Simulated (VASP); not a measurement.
Set up this calculation in VASP 6.6.1, as the native input.

| Property | Result |
| --- | --- |
| Task | single point |
| Functional | RPBE |
| Potentials or basis | VASP PAW PBE potentials, release 64 (Be) |
| Cutoff | 520 eV |
| k mesh | 12 × 12 × 12 |
| Occupations | fermi-dirac, width 0.1 eV |
| Spin | no spin polarisation |
| Dipole correction | no |
| Further INCAR settings | ALGO = Normal; EDIFF = 1e-07; NBANDS = 9 |

The structure of Be lies in POSCAR:

```
Be
1.0
    0.0000000000      2.3683616663      2.3683616663
    2.3683616663      0.0000000000      2.3683616663
    2.3683616663      2.3683616663      0.0000000000
Be
2
Direct
    0.1250000000      0.1250000000      0.1250000000
    0.8750000000      0.8750000000      0.8750000000
```

This isn't the form of Be at room conditions, which is hcp.

The input as run:

INCAR

```
ALGO = Normal
EDIFF = 1E-7
ENCUT = 520
GGA = RP
ISIF = 2
ISMEAR = -1
LASPH = T
LCHARG = F
LREAL = F
LWAVE = F
NBANDS = 9
NELM = 80
PREC = Accurate
SIGMA = 0.1
```

KPOINTS

```
k-points
0
Gamma
  12 12 12
```

Potentials or basis: VASP PAW PBE potentials, release 64 (Be).

Launch:

```sh
$ cat potpaw_PBE.64/Be/POTCAR > POTCAR
$ mpirun -np 1 vasp_std > vasp.out
```

It gave:

| Quantity | Value |
| --- | --- |
| Pressure | 6.6 GPa |
| Band gap on the k mesh | zero (bands 2 and 3 overlap by 6.78 eV) |

Caveat: the cell stands under pressure; the PAW data sets were made with another functional, which shifts forces and pressure a little.

Wall time 31 s on 1 thread of AMD EPYC 7R13, with other jobs on the host, peak memory 0.12 GiB.
